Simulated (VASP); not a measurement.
# ZrB in VASP: further runs

Aim: see how the results for ZrB move with the level of theory and the settings. Levels: HF, PBE, LDA. Tasks: single point.

All numbers are computed with VASP 6.6.1; they aren't measurements. Logs are shortened: lines on timing, memory, paths and dates and some standing lists are left out, and cuts for length are marked.

## (1) The cell of the first run

The structure is orthorhombic, space group Cmmm (No. 65). The conventional cell has a = 3.923 Å, b = 3.971 Å, c = 4.014 Å, α = 90.00°, β = 90.00°, γ = 90.00°. Zr (site symmetry mmm) has 4 B at 1.96 to 1.99 Å within 2.6 Å. Within 2.6 Å of B (site symmetry mmm) lie 4 Zr at 1.96 to 1.99 Å.

## (2) Single point, HF

POSCAR

```
ZrB
1.0
    1.9614334600     -1.9857162700      0.0000000000
    1.9614334600      1.9857162700      0.0000000000
    0.0000000000      0.0000000000      4.0139456300
Zr B
1 1
Direct
    0.0000000000      0.0000000000      0.5000000000
    0.5000000000      0.5000000000      0.5000000000
```

INCAR.step1

```
  PREC = Accurate
  ENCUT = 520
  EDIFF = 1E-5
  ISMEAR = -1
  SIGMA = 0.05
  LREAL = False
  LASPH = True
  NELM = 100
  ALGO = Normal
  ISIF = 2
  LWAVE = True
  LCHARG = False
  GGA = PE
  NBANDS = 14
```

INCAR.step2

```
  PREC = Accurate
  ENCUT = 520
  EDIFF = 1E-7
  ISMEAR = -1
  SIGMA = 0.05
  LREAL = False
  LASPH = True
  NELM = 100
  ALGO = Normal
  ISIF = 2
  LWAVE = False
  LCHARG = False
  GGA = PE
  LHFCALC = True
  AEXX = 1.0
  ALDAC = 0.0
  AGGAC = 0.0
  PRECFOCK = Normal
  ISTART = 1
  NBANDS = 14
```

KPOINTS

```
Automatic mesh
0
Gamma
  5 5 4
```

Potentials or basis: VASP PAW PBE potentials, release 64 (Zr_sv, B).

Command:

```console
$ cat potpaw_PBE.64/Zr_sv/POTCAR potpaw_PBE.64/B/POTCAR > POTCAR
$ cp INCAR.step1 INCAR
$ mpirun -np 1 vasp_std > vasp.out
$ cp INCAR.step2 INCAR
$ mpirun -np 1 vasp_std > vasp.out
```

OUTCAR:

```text
PREC = Accurate
   ENCUT = 520
   EDIFF = 1E-7
   ISMEAR = -1
   LREAL = False
   LASPH = True
   NELM = 100
   ISIF = 2
   GGA = PE
   LHFCALC = True
   AEXX = 1.0
   PRECFOCK = Normal
   ISTART = 1

 ion  position               nearest neighbor table
   1  0.000  0.000  0.500-   2 1.96   2 1.96   2 1.99   2 1.99
   2  0.500  0.500  0.500-   1 1.96   1 1.96   1 1.99   1 1.99

  LATTYP: Found a base centered orthorhombic cell.
 ALAT       =     3.9228669200
 B/A-ratio  =     1.0123801345
 C/A-ratio  =     1.0232173846

  Lattice vectors:

 A1 = (   1.9614334600,  -1.9857162700,   0.0000000000)
 A2 = (   1.9614334600,   1.9857162700,   0.0000000000)
 A3 = (   0.0000000000,   0.0000000000,   4.0139456300)

Analysis of symmetry for initial positions (statically):
=====================================================================
 Subroutine PRICEL returns:
 Original cell was already a primitive cell.

 Routine SETGRP: Setting up the symmetry group for a
 base centered orthorhombic supercell.

 Subroutine GETGRP returns: Found  8 space group operations
 (whereof  8 operations were pure point group operations)
 out of a pool of  8 trial point group operations.

The static configuration has the point symmetry D_2h.

Analysis of symmetry for dynamics (positions and initial velocities):
=====================================================================
 Subroutine PRICEL returns:
 Original cell was already a primitive cell.

 Routine SETGRP: Setting up the symmetry group for a
 base centered orthorhombic supercell.

 Subroutine GETGRP returns: Found  8 space group operations
 (whereof  8 operations were pure point group operations)
 out of a pool of  8 trial point group operations.

The dynamic configuration has the point symmetry D_2h.

 Subroutine INISYM returns: Found  8 space group operations
 (whereof  8 operations are pure point group operations),
 and found     1 'primitive' translations

----------------------------------------------------------------------------------------

                                     Primitive cell

  volume of cell :      31.2674

  direct lattice vectors                    reciprocal lattice vectors
     1.961433460 -1.985716270  0.000000000     0.254915606 -0.251798310  0.000000000
     1.961433460  1.985716270  0.000000000     0.254915606  0.251798310  0.000000000
     0.000000000  0.000000000  4.013945630     0.000000000  0.000000000  0.249131426

  length of vectors
     2.791109156  2.791109156  4.013945630     0.358307626  0.358307626  0.249131426
[... 100 lines left out ...]
     AMIX     =   0.40;   BMIX     =  1.00
     AMIX_MAG =   1.60;   BMIX_MAG =  1.00
  volume/ion in A,a.u.               =      15.63       105.50
  Fermi-wavevector in a.u.,A,eV,Ry     =   1.281567  2.421810 22.346383  1.642413
  Thomas-Fermi vector in A             =   2.413929
   LORBIT       =      0    0 simple, 1 ext, 2 COOP (PROOUT), +10 PAW based schemes
   GGA     = PE    functional components
   LHFCALC =     T    Hartree Fock is set to
   PRECFOCK=normal    Normal, Fast or Accurate (Low or Medium for compatibility)
   ENCUT4O =  -1.0   cutoff for four orbital integrals eV
   NKREDX  =     1    reduce k-point grid by
   NKREDY  =     1    reduce k-point grid by
   NKREDZ  =     1    reduce k-point grid by
   AEXX    =    1.0000 exact exchange contribution
   HFSCREEN=    0.0000 screening length (either q_TF or 0.3 A-1)
   HFSCREENC=   0.0000 screening length for correlation (either q_TF or 0.3 A-1)
   ENCUTFOCK=  -1.0 apply spherical cutoff to Coloumb kernel
   IVDW    =     0    specifies the selected vdW correction
   LEPSILON=     F    determine dielectric tensor
   LRPA    =     F    only Hartree local field effects (RPA)
 non-spin polarized calculation
  energy-cutoff  :      520.00
  volume of cell :       31.27
 maximum number of plane-waves:       860
 NGX is ok and might be reduce to    24
  NGX = 16; NGY = 16; NGZ = 24

 number of electron      15.0000001 magnetization

 Free energy of the ion-electron system (eV)
  ---------------------------------------------------
  ext. energy  EPLUGINS =         0.00000000
  ---------------------------------------------------
  free energy    TOTEN  =       -18.88411844 eV

  energy without entropy =      -18.88110422  energy(sigma->0) =      -18.88261133

 E-fermi :   9.5583     XC(G=0):   0.0000

 val. band max:        7.2975549732   @ k =   0.2000   0.2000   0.0000
 cond. band min:       9.6555998905   @ k =   0.4000   0.2000   0.2500
 fundamental gap:      2.3580449173
 Fermi energy:         9.5583041620

 k-point     1 :       0.0000    0.0000    0.0000
  band No.  band energies     occupation
      1     -55.0509      2.00000
      2     -27.6477      2.00000
      3     -27.0794      2.00000
      4     -26.9549      2.00000
      5      -7.0535      2.00000
      6       2.6365      2.00000
      7       4.7402      2.00000
      8       5.7503      2.00000
      9      16.2843      0.00000
     10      16.3119      0.00000
     11      16.8463      0.00000
     12      18.3005      0.00000
     13      18.4492      0.00000
     14      26.3093      0.00000
[... 377 lines left out ...]
      1     -54.6074      2.00000
      2     -29.5711      2.00000
      3     -27.6985      2.00000
      4     -27.2446      2.00000
      5      -3.0708      2.00000
      6       1.0896      2.00000
      7       2.6876      2.00000
      8      10.8568      0.00000
      9      13.6510      0.00000
     10      17.7862      0.00000
     11      18.8991      0.00000
     12      20.5331      0.00000
     13      22.3735      0.00000
     14      24.8188      0.00000

 [... further k-points ...]

------------------------ aborting loop because EDIFF is reached ----------------------------------------

  FORCE on cell =-STRESS in cart. coord.  units (eV):
  Direction    XX          YY          ZZ          XY          YZ          ZX
  --------------------------------------------------------------------------------------
  -------------------------------------------------------------------------------------
  Total       23.9719362     23.0014682      0.8982855      0.0000000      0.0000000      0.0000000
  in kB     1228.3480493   1178.6202145     46.0291223      0.0000000      0.0000000      0.0000000
  external PRESSURE =     817.6657953 kB  Pullay stress =       0.0000000 kB

 VOLUME and BASIS-vectors are now :
 -----------------------------------------------------------------------------
  energy-cutoff  :      520.00
  volume of cell :       31.27
      direct lattice vectors                 reciprocal lattice vectors
     1.961433460 -1.985716270  0.000000000     0.254915606 -0.251798310  0.000000000
     1.961433460  1.985716270  0.000000000     0.254915606  0.251798310  0.000000000
     0.000000000  0.000000000  4.013945630     0.000000000  0.000000000  0.249131426

 POSITION                                       TOTAL-FORCE (eV/Angst)
 -----------------------------------------------------------------------------------
      0.00000      0.00000      2.00697         0.000000      0.000000      0.000000
      1.96143      0.00000      2.00697         0.000000      0.000000      0.000000
 -----------------------------------------------------------------------------------
    total drift:                               -0.000000      0.000000     -0.000000

  FREE ENERGIE OF THE ION-ELECTRON SYSTEM (eV)
  ---------------------------------------------------
  free  energy   TOTEN  =       -18.8841184381 eV

  energy  without entropy=      -18.8811042239  energy(sigma->0) =      -18.88261133
```

It took 21 min on 1 thread of AMD EPYC 7R43 (Zen 3), shared host; peak memory 0.13 GiB.

Results:

```
Free energy            : -18.8841 eV
Pressure               : 81.8 GPa
Band gap on the k mesh : zero (an odd number of electrons rules out a gap without spin polarisation)
```

Stress tensor (GPa, compression positive):
```
122.83   0.00   0.00
  0.00 117.86   0.00
  0.00   0.00   4.60
```

Caveat: the k points lie up to 0.45 Å⁻¹ apart, too coarse for converged energies and pressures of a metal; the PAW data sets were made with another functional, which shifts forces and pressure a little.

## (3) Single point, PBE

INCAR

```
  ALGO = Normal
  EDIFF = 1E-7
  ENCUT = 520
  GGA = PE
  ISIF = 2
  ISMEAR = 0
  LASPH = T
  LCHARG = F
  LREAL = F
  LWAVE = F
  NBANDS = 14
  NELM = 100
  PREC = Accurate
  SIGMA = 0.011
```

KPOINTS

```
k-points
0
Gamma
  10 10 7
```

POSCAR is that of step 2.

Potentials or basis: VASP PAW PBE potentials, release 64 (Zr_sv, B).

Command:

```console
$ cat potpaw_PBE.64/Zr_sv/POTCAR potpaw_PBE.64/B/POTCAR > POTCAR
$ mpirun -np 1 vasp_std > vasp.out
```

OUTCAR:

```text
EDIFF = 1E-7
   ENCUT = 520
   GGA = PE
   ISIF = 2
   ISMEAR = 0
   LASPH = T
   LREAL = F
   NELM = 100
   PREC = Accurate

 ion  position               nearest neighbor table
   1  0.000  0.000  0.500-   2 1.96   2 1.96   2 1.99   2 1.99
   2  0.500  0.500  0.500-   1 1.96   1 1.96   1 1.99   1 1.99

  LATTYP: Found a base centered orthorhombic cell.
 ALAT       =     3.9228669200
 B/A-ratio  =     1.0123801345
 C/A-ratio  =     1.0232173846

  Lattice vectors:

 A1 = (   1.9614334600,  -1.9857162700,   0.0000000000)
 A2 = (   1.9614334600,   1.9857162700,   0.0000000000)
 A3 = (   0.0000000000,   0.0000000000,   4.0139456300)

Analysis of symmetry for initial positions (statically):
=====================================================================
 Subroutine PRICEL returns:
 Original cell was already a primitive cell.

 Routine SETGRP: Setting up the symmetry group for a
 base centered orthorhombic supercell.

 Subroutine GETGRP returns: Found  8 space group operations
 (whereof  8 operations were pure point group operations)
 out of a pool of  8 trial point group operations.

The static configuration has the point symmetry D_2h.

Analysis of symmetry for dynamics (positions and initial velocities):
=====================================================================
 Subroutine PRICEL returns:
 Original cell was already a primitive cell.

 Routine SETGRP: Setting up the symmetry group for a
 base centered orthorhombic supercell.

 Subroutine GETGRP returns: Found  8 space group operations
 (whereof  8 operations were pure point group operations)
 out of a pool of  8 trial point group operations.

The dynamic configuration has the point symmetry D_2h.

 Subroutine INISYM returns: Found  8 space group operations
 (whereof  8 operations are pure point group operations),
 and found     1 'primitive' translations

----------------------------------------------------------------------------------------

[... 121 lines left out ...]
   LEPSILON=     F    determine dielectric tensor
   LRPA    =     F    only Hartree local field effects (RPA)
 non-spin polarized calculation
 Gauss-broadening in eV      SIGMA  =   0.01
  energy-cutoff  :      520.00
  volume of cell :       31.27
 maximum number of plane-waves:       872
 NGX is ok and might be reduce to    24
   NGX = 11   NGY = 11   NGZ = 15

 number of electron      15.0000001 magnetization

 Free energy of the ion-electron system (eV)
  ---------------------------------------------------
  ext. energy  EPLUGINS =         0.00000000
  ---------------------------------------------------
  free energy    TOTEN  =        -9.84595901 eV

  energy without entropy =       -9.84586769  energy(sigma->0) =       -9.84591335

 E-fermi :   7.1615     XC(G=0): -10.4052

 val. band max:        7.1484840984   @ k =  -0.4000   0.4000   0.4286
 cond. band min:       7.1672207231   @ k =   0.3000   0.2000   0.4286
 fundamental gap:      0.0187366247
 Fermi energy:         7.1614630402

 k-point     1 :       0.0000    0.0000    0.0000
  band No.  band energies     occupation
      1     -40.5052      2.00000
      2     -18.7570      2.00000
      3     -18.0682      2.00000
      4     -17.9738      2.00000
      5      -1.0585      2.00000
      6       4.8955      2.00000
      7       5.1185      2.00000
      8       7.3530      0.00000
      9      11.5410      0.00000
     10      11.8367      0.00000
     11      11.8583      0.00000
     12      11.9368      0.00000
     13      12.4819      0.00000
     14      19.3349      0.00000
[... 377 lines left out ...]
      1     -40.1003      2.00000
      2     -19.6773      2.00000
      3     -19.1204      2.00000
      4     -18.3697      2.00000
      5       0.3961      2.00000
      6       5.5957      2.00000
      7       6.4178      2.00000
      8       8.2368      0.00000
      9       8.6361      0.00000
     10       8.6746      0.00000
     11      13.0654      0.00000
     12      15.3362      0.00000
     13      16.5392      0.00000
     14      17.9746      0.00000

 [... further k-points ...]

------------------------ aborting loop because EDIFF is reached ----------------------------------------

  FORCE on cell =-STRESS in cart. coord.  units (eV):
  Direction    XX          YY          ZZ          XY          YZ          ZX
  --------------------------------------------------------------------------------------
  -------------------------------------------------------------------------------------
  Total       22.6041484     22.0251964      0.1286147      0.0000000      0.0000000      0.0000000
  in kB     1158.2611153   1128.5949868      6.5903567      0.0000000      0.0000000      0.0000000
  external PRESSURE =     764.4821529 kB  Pullay stress =       0.0000000 kB

 VOLUME and BASIS-vectors are now :
 -----------------------------------------------------------------------------
  energy-cutoff  :      520.00
  volume of cell :       31.27
      direct lattice vectors                 reciprocal lattice vectors
     1.961433460 -1.985716270  0.000000000     0.254915606 -0.251798310  0.000000000
     1.961433460  1.985716270  0.000000000     0.254915606  0.251798310  0.000000000
     0.000000000  0.000000000  4.013945630     0.000000000  0.000000000  0.249131426

 POSITION                                       TOTAL-FORCE (eV/Angst)
 -----------------------------------------------------------------------------------
      0.00000      0.00000      2.00697        -0.000000      0.000000      0.000000
      1.96143      0.00000      2.00697         0.000000     -0.000000      0.000000
 -----------------------------------------------------------------------------------
    total drift:                               -0.000000     -0.000000     -0.000000

  FREE ENERGIE OF THE ION-ELECTRON SYSTEM (eV)
  ---------------------------------------------------
  free  energy   TOTEN  =        -9.8459590058 eV

  energy  without entropy=       -9.8458676855  energy(sigma->0) =       -9.84591335
```

stdout:

```text
POSCAR found type information on POSCAR ZrB
 POSCAR found :  2 types and       2 ions
 scaLAPACK will be used
 LDA part: xc-table for (Slater+PW92), standard interpolation
 POSCAR, INCAR and KPOINTS ok, starting setup
 FFT: planning ... GRIDC
 FFT: planning ... GRID_SOFT
 FFT: planning ... GRID
 WAVECAR not read
 entering main loop
```

It took 47 s on 1 thread of Intel Xeon 8259CL, shared host; peak memory 0.19 GiB.

Results:

```
Free energy            : -9.8460 eV
Pressure               : 76.4 GPa
Band gap on the k mesh : zero (an odd number of electrons rules out a gap without spin polarisation)
```

Stress tensor (GPa, compression positive):
```
115.83   0.00   0.00
  0.00 112.86   0.00
  0.00   0.00   0.66
```

Levels at points of the mesh, in eV from the Fermi level:
| k point | band 4 | band 5 | band 6 | band 7 | band 8 | band 9 | band 10 | band 11 |
| --- | --- | --- | --- | --- | --- | --- | --- | --- |
| (0.00, 0.00, 0.00) | -25.14 | -8.22 | -2.27 | -2.04 | 0.19 | 4.38 | 4.68 | 4.70 |
| (0.50, 0.00, 0.00) | -24.83 | -4.81 | -3.14 | -2.90 | -2.54 | 0.43 | 5.59 | 6.44 |
| (0.50, 0.50, 0.00) | -25.43 | -8.04 | 0.53 | 0.59 | 1.88 | 2.58 | 2.75 | 3.06 |

Caveat: the cell stands under pressure.

## (4) Single point, PBE

INCAR

```
SYSTEM = ZrB
ALGO = Normal
EDIFF = 1E-6
ENCUT = 520
GGA = PE
ISIF = 2
ISMEAR = -1
LASPH = .True.
LCHARG = .False.
LREAL = .False.
LWAVE = .False.
NBANDS = 14
NELM = 100
PREC = Accurate
SIGMA = 0.05
```

KPOINTS

```
k-points
0
Gamma
  10 10 7
  0 0 0
```

POSCAR is that of step 3.

Command:

```console
$ cat potpaw_PBE.64/Zr_sv/POTCAR potpaw_PBE.64/B/POTCAR > POTCAR
$ mpirun -np 1 vasp_std > vasp.out
```

It took 54 s on 1 thread of Intel Xeon 8259CL, shared host; peak memory 0.19 GiB.

Results (log left out):

* Free energy: -9.8508 eV
* Pressure: 76.5 GPa
* Band gap on the k mesh: zero (an odd number of electrons rules out a gap without spin polarisation)

Stress tensor (GPa, compression positive):
```
115.49   0.00   0.00
  0.00 113.25   0.00
  0.00   0.00   0.70
```

Levels at points of the mesh, in eV from the Fermi level:
```
           k point  band 5  band 6  band 7  band 8  band 9  band 10
(0.00, 0.00, 0.00)   -8.21   -2.26   -2.04    0.20    4.39     4.68
(0.50, 0.00, 0.00)   -4.81   -3.14   -2.89   -2.54    0.43     5.60
(0.50, 0.50, 0.00)   -8.03    0.54    0.60    1.89    2.58     2.76
```

Caveat: the cell stands under pressure.

## (5) Single point, LDA

INCAR

```
SYSTEM = ZrB
ALGO = Normal
EDIFF = 1E-6
ENCUT = 520
ISIF = 2
ISMEAR = -1
LASPH = .TRUE.
LCHARG = .TRUE.
LELF = .TRUE.
LREAL = .FALSE.
LVHAR = .TRUE.
LWAVE = .FALSE.
NBANDS = 14
NELM = 100
PREC = Accurate
SIGMA = 0.05
```

KPOINTS

```
k-points
0
G
  10 10 7
  0 0 0
```

POSCAR is that of step 4.

Potentials or basis: VASP PAW LDA potentials, release 64 (Zr_sv, B).

Command:

```console
$ cat potpaw_LDA.64/Zr_sv/POTCAR potpaw_LDA.64/B/POTCAR > POTCAR
$ mpirun -np 1 vasp_std > vasp.out
```

It took 62 s on 1 thread of Intel Xeon 8259CL, shared host; peak memory 0.18 GiB.

It converged, with:

* Free energy: -11.6468 eV
* Pressure: 69.2 GPa
* Band gap on the k mesh: zero (an odd number of electrons rules out a gap without spin polarisation)

Stress tensor (GPa, compression positive):
```
105.84   0.00   0.00
  0.00 103.22   0.00
  0.00   0.00  -1.57
```

Levels at points of the mesh, in eV from the Fermi level:
```
           k point  band 4  band 5  band 6  band 7  band 8  band 9  band 10  band 11
(0.00, 0.00, 0.00)  -25.02   -8.04   -2.24   -2.08    0.28    4.36     4.67     4.68
(0.50, 0.00, 0.00)  -24.71   -4.77   -3.10   -2.88   -2.34    0.34     5.59     6.51
(0.50, 0.50, 0.00)  -25.26   -7.86    0.53    0.59    1.96    2.47     2.78     3.08
```

Caveat: the cell stands under pressure.

(Part 1 of 2 ends here.)
